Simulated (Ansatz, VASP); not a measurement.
**Zr in VASP and in Ansatz**

```
CELL_PARAMETERS angstrom
2.93871 0.00000 0.00000
0.00000 2.93871 0.00000
0.00000 0.00000 2.93871
ATOMIC_POSITIONS crystal
Zr 0.00000 0.00000 0.00000
```

Alike in both runs: task single point; functional PBEsol; k mesh 12 × 12 × 12; occupations fermi-dirac, width 0.1 eV; no spin polarisation.

|  | VASP | Ansatz |
| --- | --- | --- |
| version | VASP 6.6.1 | Ansatz 0.2.0 |
| potentials or method | VASP PAW PBE potentials, release 64 (Zr_sv), cutoff 520 eV | plane waves (420 eV) with PAW, scalar-relativistic |
| valence electrons in the cell | 12 | 12 |

VASP gave:

```
pressure (GPa) : -4.5
```

Question: What did Ansatz give for the same quantities?

Answer: Pressure (GPa): -4.6.

VASP's potentials were made for PBE, not for PBEsol, and Ansatz warns of the same on its side.
